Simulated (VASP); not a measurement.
Input of a VASP 6.6.1 run:

Contents of POSCAR:

```
LiH
1.0
    0.0000000000      2.0367500000      2.0367500000
    2.0367500000      0.0000000000      2.0367500000
    2.0367500000      2.0367500000      0.0000000000
Li H
1 1
Direct
    0.0000000000      0.0000000000      0.0000000000
    0.5000000000      0.5000000000      0.5000000000
```

The input INCAR.step1:

```
SYSTEM = LiH
PREC = Accurate ; ENCUT = 600
ISMEAR = 0 ; SIGMA = 0.02
LREAL = .FALSE. ; LASPH = .TRUE.
NELM = 60 ; GGA = PE
ALGO = Normal ; EDIFF = 1E-4
LWAVE = .TRUE. ; LCHARG = .FALSE.
```

The input INCAR.step2:

```
SYSTEM = LiH
PREC = Accurate ; ENCUT = 600
EDIFF = 1E-6 ; ISMEAR = 0
SIGMA = 0.02 ; LREAL = .FALSE.
LASPH = .TRUE. ; NELM = 60
ALGO = Normal ; ISIF = 3
LWAVE = .FALSE. ; LCHARG = .FALSE.
METAGGA = R2SCAN ; LMIXTAU = .TRUE.
IBRION = 2 ; NSW = 100
EDIFFG = -0.005 ; ISTART = 1
```

KPOINTS

```
Automatic mesh
0
G
  10 10 10
  0 0 0
```

Potentials or basis: VASP PAW PBE potentials, release 64 (Li_sv, H).

The run is started by

```sh
$ cat potpaw_PBE.64/Li_sv/POTCAR potpaw_PBE.64/H/POTCAR > POTCAR
$ cp INCAR.step1 INCAR
$ mpirun -np 1 vasp_std > vasp.out
$ cp INCAR.step2 INCAR
$ mpirun -np 1 vasp_std > vasp.out
```

Q: What does it give for the relaxed volume?

A: 7.97 Å³/atom.

Q: What does it give for the space group after relaxing (to 0.1 Å)?

A: Fm-3m (No. 225).

Q: Estimate the band gap on the k mesh.

A: 3.57 eV.

Q: Predict the relaxed cell.

A: a = 2.824 Å, b = 2.824 Å, c = 2.824 Å, α = 60.00°, β = 60.00°, γ = 60.00°.

The path:
```csv
step,energy change (eV),largest force (eV/Å),pressure (GPa),volume (Å³)
1,0.0000,0.0000,-1.94,16.90
2,-0.0026,0.0000,-1.36,16.65
3,-0.0054,0.0000,-0.71,16.21
4,-0.0037,0.0000,1.51,15.37
5,-0.0061,0.0000,-0.06,15.93
```

Caveat: the cutoff is under 1.25 times the usual one of these potentials, so pressure, stress and relaxed cells hold a basis-set (Pulay) error; the PAW data sets were made with another functional, which shifts forces and pressure a little. A k mesh can miss the band edges.
